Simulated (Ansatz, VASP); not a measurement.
## Two plane-wave programs on Hf

```xyz
1
Lattice="-1.8050 1.8050 1.7599 1.8050 -1.8050 1.7599 1.8050 1.8050 -1.7599" Properties=species:S:1:pos:R:3 pbc="T T T"
Hf    0.0000    0.0000    0.0000
```

Change from the starting cell: strain -0.0250 x Voigt [0, 0, 1, 0, 0, 0], atoms carried along.

Alike in both runs: task single point; functional PBEsol; k mesh 18 × 18 × 18; occupations gaussian, width 0.15 eV; no spin polarisation.

|  | VASP | Ansatz |
| --- | --- | --- |
| version | VASP 6.6.1 | Ansatz 0.2.0 |
| potentials or method | VASP PAW PBE potentials, release 64 (Hf_pv), cutoff 520 eV | scalar-relativistic, plane waves, PAW |
| valence electrons in the cell | 10 | 26 |

Ansatz gave:

```
gap on the k mesh at the Fermi level (eV)                     : none
pressure (GPa)                                                : -7.0
traceless stress, the component that is largest in VASP (GPa) : -0.78
```

What did VASP give for the same quantities?

gap on the k mesh at the Fermi level (eV): none; pressure (GPa): -7.3; traceless stress, the component that is largest in VASP (GPa): -0.81.

VASP's potentials were made for PBE, not for PBEsol. A gap of «none» marks a metal or a gap that the smearing closes. With one functional, cell and mesh, what is left measures potentials, basis and numerics. VASP's potentials hold 10 valence electrons a cell and Ansatz's 26, so a difference there can come from the potentials and not from the codes.

Neither program's run includes spin-orbit coupling.
